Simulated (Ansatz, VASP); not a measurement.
Si in VASP and in Ansatz

Contents of INCAR:

```
SYSTEM = Si
PREC     = Accurate       ! precision mode
ENCUT    = 520            ! plane-wave cutoff, eV
EDIFF    = 1E-6           ! SCF threshold, eV
ISMEAR   = 0              ! smearing method
SIGMA    = 0.05           ! smearing width, eV
LREAL    = .FALSE.        ! projectors in reciprocal space
LASPH    = .TRUE.         ! aspherical terms in the spheres
NELM     = 60             ! most SCF steps
ALGO     = Normal         ! electronic algorithm
ISIF     = 2              ! what is computed and relaxed
LWAVE    = .FALSE.        ! write WAVECAR
LCHARG   = .TRUE.         ! write CHGCAR
LDIPOL   = .TRUE.       
IDIPOL   = 3            
DIPOL    = 0.5 0.5 0.500
GGA      = PE             ! functional
LELF     = .TRUE.         ! ELF
LVHAR    = .TRUE.       
LVACPOTAV= .TRUE.       
NBANDS   = 26             ! bands
```

KPOINTS

```
Automatic mesh
0
G
  9 9 1
  0 0 0
```

File POSCAR:

```
Si
1.0
    3.8319083588      0.0000000000      0.0000000000
   -1.9159541794      3.3185299837      0.0000000000
    0.0000000000      0.0000000000     25.3129518340
Si
8
Direct
    0.6666666667      0.3333333333      0.2962910074
    0.3333333333      0.6666666667      0.3279041508
    0.3333333333      0.6666666667      0.4215592880
    0.6666666667      0.3333333333      0.4531724314
    0.6666666667      0.3333333333      0.5468275686
    0.3333333333      0.6666666667      0.5784407120
    0.3333333333      0.6666666667      0.6720958492
    0.6666666667      0.3333333333      0.7037089926
```

Input for Ansatz:

```yaml
crystal:
  lattice:
    - [3.8319083588, 0.0, 0.0]
    - [-1.9159541794, 3.3185299837, 0.0]
    - [0.0, 0.0, 25.312951834]
  atoms:
    - { symbol: Si, position: [0.6666666667, 0.3333333333, 0.2962910074] }
    - { symbol: Si, position: [0.3333333333, 0.6666666667, 0.3279041508] }
    - { symbol: Si, position: [0.3333333333, 0.6666666667, 0.421559288] }
    - { symbol: Si, position: [0.6666666667, 0.3333333333, 0.4531724314] }
    - { symbol: Si, position: [0.6666666667, 0.3333333333, 0.5468275686] }
    - { symbol: Si, position: [0.3333333333, 0.6666666667, 0.578440712] }
    - { symbol: Si, position: [0.3333333333, 0.6666666667, 0.6720958492] }
    - { symbol: Si, position: [0.6666666667, 0.3333333333, 0.7037089926] }
basis:
  ecutwfc: 420
kpoints:
  mp_grid: { grid: [9, 9, 1] }
hamiltonian:
  xc: pbe
scf:
  occupations: { method: gaussian, width: 0.05 }
output:
  forces: true
  stress: true
  eigenvalues: true
  write_density: true
  write_potential: true
  elf: true
  volumetric_format: npy
efield:
  axis: 3
  dipole_correction: true
  ramp_width: 0.04
```

Alike in both runs: task single point; functional PBE; k mesh 9 × 9 × 1; occupations gaussian, width 0.05 eV; no spin polarisation.

|  | VASP | Ansatz |
| --- | --- | --- |
| version | VASP 6.6.1 | Ansatz 0.2.0 |
| potentials or method | VASP PAW PBE potentials, release 64 (Si), cutoff 520 eV | scalar-relativistic, plane waves, PAW |
| valence electrons in the cell | 32 | 32 |

VASP gave:

| Property | Result |
| --- | --- |
| gap on the k mesh at the Fermi level (eV) | none |
| rms of the force components (eV/Å) | 0.276 |
| work function, face that differs most (eV) | 4.80 |

Task: Which values does Ansatz return?

Result: gap on the k mesh at the Fermi level (eV): none; rms of the force components (eV/Å): 0.274; work function, face that differs most (eV): 4.80.

Atom by atom the forces differ by 0.003 eV/Å (rms over components). A gap of «none» marks a metal or a gap that the smearing closes. The functional is the same, so the differences come from potentials, cutoffs and numerics. Ansatz's warnings: xc potential rough in thin density.
